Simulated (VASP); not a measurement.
# HW12C12 in VASP: notebook, part 2 of 2

VASP 6.6.1.

### 3 Single point, PBE

The input, INCAR:

```
ALGO = Normal ; EDIFF = 1E-7
ENCUT = 520 ; GGA = PE
ISIF = 2 ; ISMEAR = -1
LASPH = T ; LCHARG = F
LREAL = Auto ; LWAVE = F
NBANDS = 126 ; NELM = 80
PREC = Accurate ; SIGMA = 0.15
```

The input, KPOINTS:

```
k-points
0
Gamma
  3 3 1
```

The input, POSCAR:

```
HW12C12
1.0
    5.7641400000      0.0000000000      0.0000000000
   -2.8820700000      4.9918920000      0.0000000000
    0.0000000000      0.0000000000     19.0596750000
W C H
12 12 1
Direct
    0.0000000000      0.0000000000      0.0524667918
   -0.0000243232     -0.0000406659      0.2022159874
    0.0003376346      0.0006582674      0.3547310749
    0.0000000000      0.5000000000      0.0524667918
   -0.0000122423      0.5000050081      0.2022209193
    0.0003300855      0.4993892095      0.3547338556
    0.5000000000      0.0000000000      0.0524667918
    0.4999913473      0.0000042068      0.2019850286
    0.4999070158     -0.0001682729      0.3548967126
    0.5000000000      0.5000000000      0.0524667918
    0.5000358926      0.5000204331      0.2022228606
    0.4991245261      0.4994370872      0.3547498580
    0.3333333333      0.1666666667      0.1265464915
    0.3334847915      0.1664983938      0.2744459179
    0.3317274516      0.1680068399      0.4136315546
    0.3333333333      0.6666666667      0.1265464915
    0.3334870902      0.6669224815      0.2744488560
    0.3317646950      0.6635980907      0.4136473471
    0.8333333333      0.1666666667      0.1265464915
    0.8330558467      0.1664815665      0.2744346900
    0.8362002011      0.1679241057      0.4136409986
    0.8333333333      0.6666666667      0.1265464915
    0.8333155562      0.6666266017      0.2753999216
    0.8332114960      0.6664056434      0.4198496564
   -0.1666674348     -0.3332994784      0.4771049874
```

Potentials or basis: VASP PAW PBE potentials, release 64 (W_sv, C, H).

On the command line:

```bash
> cat potpaw_PBE.64/W_sv/POTCAR potpaw_PBE.64/C/POTCAR potpaw_PBE.64/H/POTCAR > POTCAR
> mpirun -np 1 vasp_std > vasp.out
```

OUTCAR:

```text
EDIFF = 1E-7
   ENCUT = 520
   GGA = PE
   ISIF = 2
   ISMEAR = -1
   LASPH = T
   LREAL = Auto
   NELM = 80
   PREC = Accurate

 ion  position               nearest neighbor table
   1  0.000  0.000  0.052-  13 2.18  19 2.18  22 2.18   2 2.85   7 2.88   7 2.88   4 2.88   4 2.88
                            10 2.88  10 2.88
   2  1.000  1.000  0.202-  20 2.16  14 2.16  23 2.17  22 2.20  19 2.20  13 2.20   1 2.85  11 2.88
                             5 2.88   8 2.88   8 2.88   5 2.88  11 2.88   3 2.91
   3  0.000  0.001  0.355-  15 2.00  21 2.00  24 2.08  23 2.25  20 2.26  14 2.26   6 2.87  12 2.88
                             9 2.88   9 2.88  12 2.89   6 2.89   2 2.91
   4  0.000  0.500  0.052-  16 2.18  22 2.18  19 2.18   5 2.85  10 2.88  10 2.88   7 2.88   1 2.88
                             1 2.88   7 2.88
   5  1.000  0.500  0.202-  20 2.16  17 2.16  23 2.17  22 2.20  19 2.20  16 2.20   4 2.85  11 2.88
                             2 2.88   8 2.88   8 2.88   2 2.88  11 2.88   6 2.91
   6  0.000  0.499  0.355-  18 2.00  21 2.00  24 2.08  23 2.25  20 2.26  17 2.26   3 2.87  12 2.87
                             9 2.88   9 2.88  12 2.89   3 2.89   5 2.91
   7  0.500  0.000  0.052-  19 2.18  13 2.18  16 2.18   8 2.85   1 2.88   1 2.88   4 2.88  10 2.88
                            10 2.88   4 2.88
   8  0.500  0.000  0.202-  14 2.16  20 2.16  17 2.16  13 2.20  16 2.20  19 2.20   7 2.85   2 2.88
                            11 2.88   5 2.88   5 2.88  11 2.88   2 2.88   9 2.91
   9  0.500  1.000  0.355-  18 2.02  21 2.02  15 2.02  17 2.26  14 2.26  20 2.26   3 2.88   6 2.88
                            12 2.88  12 2.88   6 2.88   3 2.88   8 2.91
  10  0.500  0.500  0.052-  22 2.18  16 2.18  13 2.18  11 2.85   4 2.88   4 2.88   7 2.88   7 2.88
                             1 2.88   1 2.88
  11  0.500  0.500  0.202-  17 2.16  14 2.16  23 2.17  22 2.20  16 2.20  13 2.20  10 2.85   2 2.88
                             5 2.88   8 2.88   8 2.88   5 2.88   2 2.88  12 2.91
  12  0.499  0.499  0.355-  15 2.00  18 2.00  24 2.08  23 2.25  14 2.26  17 2.26   6 2.87   3 2.88
                             9 2.88   9 2.88   3 2.89   6 2.89  11 2.91
  13  0.333  0.167  0.127-   1 2.18   7 2.18  10 2.18   8 2.20   2 2.20  11 2.20
  14  0.333  0.166  0.274-  11 2.16   2 2.16   8 2.16  12 2.26   3 2.26   9 2.26
  15  0.332  0.168  0.414-  12 2.00   3 2.00   9 2.02
  16  0.333  0.667  0.127-   4 2.18  10 2.18   7 2.18   8 2.20   5 2.20  11 2.20
  17  0.333  0.667  0.274-  11 2.16   5 2.16   8 2.16   6 2.26  12 2.26   9 2.26
  18  0.332  0.664  0.414-   6 2.00  12 2.00   9 2.02
  19  0.833  0.167  0.127-   7 2.18   1 2.18   4 2.18   8 2.20   2 2.20   5 2.20
  20  0.833  0.166  0.274-   2 2.16   5 2.16   8 2.16   6 2.26   3 2.26   9 2.26
  21  0.836  0.168  0.414-   3 2.00   6 2.00   9 2.02
  22  0.833  0.667  0.127-  10 2.18   4 2.18   1 2.18   2 2.20  11 2.20   5 2.20
  23  0.833  0.667  0.275-  11 2.17   5 2.17   2 2.17   3 2.25  12 2.25   6 2.25
  24  0.833  0.666  0.420-  25 1.09  12 2.08   6 2.08   3 2.08
  25  0.833  0.667  0.477-  24 1.09

  LATTYP: Found a hexagonal cell.
 ALAT       =     5.7641400000
 C/A-ratio  =     3.3065947392

  Lattice vectors:

 A1 = (   5.7641400000,   0.0000000000,   0.0000000000)
 A2 = (  -2.8820700000,   4.9918920000,   0.0000000000)
 A3 = (   0.0000000000,   0.0000000000,  19.0596750000)

Analysis of symmetry for initial positions (statically):
=====================================================================
 Subroutine PRICEL returns:
 Original cell was already a primitive cell.

 Routine SETGRP: Setting up the symmetry group for a
 hexagonal supercell.

 Subroutine GETGRP returns: Found  1 space group operations
 (whereof  1 operations were pure point group operations)
 out of a pool of 24 trial point group operations.

The static configuration has the point symmetry C_1 .

Analysis of symmetry for dynamics (positions and initial velocities):
=====================================================================
 Subroutine PRICEL returns:
 Original cell was already a primitive cell.
[... 124 lines left out ...]
 SYSTEM =  unknown system
   PREC   = accura    normal or accurate (medium, high low for compatibility)
   ISTART =      0    job   : 0-new  1-cont  2-samecut
   ICHARG =      2    charge: 1-file 2-atom 10-const
   ISPIN  =      1    spin polarized calculation?
   LNONCOLLINEAR =      F non collinear calculations
   LSORBIT =      F    spin-orbit coupling
   LASPH  =      T    aspherical Exc in radial PAW
   ENCUT  =  520.0 eV  38.22 Ry    6.18 a.u.  10.72 10.72 35.44*2*pi/ulx,y,z
   NELM   =     80;   NELMIN=  2; NELMDL= -5     # of ELM steps
   EDIFF  = 0.1E-06   stopping-criterion for ELM
   LREAL  =      T    real-space projection
   EDIFFG = 0.1E-05   stopping-criterion for IOM
   NSW    =      0    number of steps for IOM
   IBRION =     -1    ionic relax: 0-MD 1-quasi-New 2-CG
   NFREE  =      0    steps in history (QN), initial steepest desc. (CG)
   ISIF   =      2    stress and relaxation
   ISYM   =      2    0-nonsym 1-usesym 2-fastsym
   POTIM  = 0.5000    time-step for ionic-motion
   TEBEG  =    0.0;   TEEND  =   0.0 temperature during run
   PSTRESS=    0.0 pullay stress
   NELECT =     217.0000    total number of electrons
   NUPDOWN=      -1.0000    fix difference up-down
   EMIN   =  10.00;   EMAX   =-10.00  energy-range for DOS
   EFERMI =   0.00;   METHOD = LEGACY
   ISMEAR =    -1;   SIGMA  =   0.15  broadening in eV -4-tet -1-fermi 0-gaus
   EFERMI_NEDOS =   21; number of points for ismear=-14 and -15
   IALGO  =     38    algorithm
   IMIX   =      4    mixing-type and parameters
     AMIX     =   0.40;   BMIX     =  1.00
     AMIX_MAG =   1.60;   BMIX_MAG =  1.00
  volume/ion in A,a.u.               =      21.94       148.04
  Fermi-wavevector in a.u.,A,eV,Ry     =   1.201867  2.271199 19.653396  1.444484
  Thomas-Fermi vector in A             =   2.337664
   LORBIT       =      0    0 simple, 1 ext, 2 COOP (PROOUT), +10 PAW based schemes
   GGA     = PE    functional components
   LHFCALC =     F    Hartree Fock is set to
   AEXX    =    0.0000 exact exchange contribution
   IVDW    =     0    specifies the selected vdW correction
   LEPSILON=     F    determine dielectric tensor
   LRPA    =     F    only Hartree local field effects (RPA)
 non-spin polarized calculation
  energy-cutoff  :      520.00
  volume of cell :      548.42
 maximum number of plane-waves:     14819
 NGX is ok and might be reduce to    48
   NGX = 21   NGY = 21   NGZ = 71

 number of electron     216.9999975 magnetization

 Free energy of the ion-electron system (eV)
  ---------------------------------------------------
  ext. energy  EPLUGINS =         0.00000000
  ---------------------------------------------------
  free energy    TOTEN  =      -256.86517810 eV

  energy without entropy =     -256.49215893  energy(sigma->0) =     -256.67866851

 E-fermi :   2.2414     XC(G=0):  -7.3394

 val. band max:        2.1254084560   @ k =   0.0000   0.0000   0.0000
 cond. band min:       2.4913492925   @ k =   0.0000   0.0000   0.0000
 fundamental gap:      0.3659408365
 Fermi energy:         2.2413575606

 k-point     1 :       0.0000    0.0000    0.0000
  band No.  band energies     occupation
      1     -71.7942      2.00000
      2     -71.7615      2.00000
      3     -71.7330      2.00000
      4     -71.7330      2.00000
      5     -71.7197      2.00000
      6     -71.7013      2.00000
[... 604 lines left out ...]
    119       4.2017      0.00000
    120       4.3121      0.00000
 [bands above 120 left out]

------------------------ aborting loop because EDIFF is reached ----------------------------------------

  FORCE on cell =-STRESS in cart. coord.  units (eV):
  Direction    XX          YY          ZZ          XY          YZ          ZX
  --------------------------------------------------------------------------------------
  -------------------------------------------------------------------------------------
  Total       19.6750736     19.6746634     -2.7348985      0.0017564      0.0391904      0.0003490
  in kB       57.4793377     57.4781395     -7.9898128      0.0051312      0.1144919      0.0010196
  external PRESSURE =      35.6558881 kB  Pullay stress =       0.0000000 kB

 VOLUME and BASIS-vectors are now :
 -----------------------------------------------------------------------------
  energy-cutoff  :      520.00
  volume of cell :      548.42
      direct lattice vectors                 reciprocal lattice vectors
     5.764140000  0.000000000  0.000000000     0.173486418  0.100162423  0.000000000
    -2.882070000  4.991892000  0.000000000     0.000000000  0.200324847  0.000000000
     0.000000000  0.000000000 19.059675000     0.000000000  0.000000000  0.052466792

 POSITION                                       TOTAL-FORCE (eV/Angst)
 -----------------------------------------------------------------------------------
      0.00000      0.00000      1.00000        -0.000002     -0.012295      0.716818
      2.88205      4.99169      3.85417         0.002293     -0.002085     -0.002264
      0.00005      0.00329      6.76106        -0.001501     -0.020323     -0.035889
     -1.44104      2.49595      1.00000        -0.010647      0.006379      0.717323
      4.32302      2.49597      3.85427        -0.000800     -0.000399     -0.004846
     -1.43737      2.49290      6.76111        -0.018374      0.016544     -0.033122
[... 17 lines left out ...]
      2.88212      3.32663      8.00220         0.001428      0.008265      0.049143
      2.88197      3.32810      9.09347         0.000493     -0.002389      0.014061
 -----------------------------------------------------------------------------------
    total drift:                                0.002066     -0.002033      0.052983

  FREE ENERGIE OF THE ION-ELECTRON SYSTEM (eV)
  ---------------------------------------------------
  free  energy   TOTEN  =      -256.8651780955 eV

  energy  without entropy=     -256.4921589254  energy(sigma->0) =     -256.67866851
```

Wall time 24 min (1 thread of Oxide Virtual Turin-like, shared host); peak memory 0.76 GiB.

Results:

```yaml
Free_energy: -256.8652 eV
Largest_force: 0.764 eV/Å
```

Forces in eV/Å, atoms in the order of the input:
```
W    0.000 -0.012  0.717
W    0.002 -0.002 -0.002
W   -0.002 -0.020 -0.036
W   -0.011  0.006  0.717
W   -0.001  0.000 -0.005
W   -0.018  0.017 -0.033
W    0.000  0.000  0.668
W    0.002 -0.003 -0.008
W    0.002  0.004 -0.038
W    0.011  0.006  0.718
W    0.001 -0.003 -0.005
W    0.012  0.014 -0.040
C    0.006 -0.003 -0.763
C    0.001 -0.003  0.009
C    0.005 -0.003  0.099
C    0.000  0.007 -0.763
C   -0.002  0.001  0.010
C    0.002 -0.001  0.093
C   -0.007 -0.004 -0.763
C   -0.005 -0.004  0.014
C   -0.002  0.002  0.095
C    0.000 -0.001 -0.732
C    0.001 -0.003 -0.013
C    0.001  0.008  0.049
H    0.000 -0.002  0.014
```

Caveat: the k points lie up to 0.42 Å⁻¹ apart; spin-orbit coupling is left out, which moves the levels of the heavy elements.
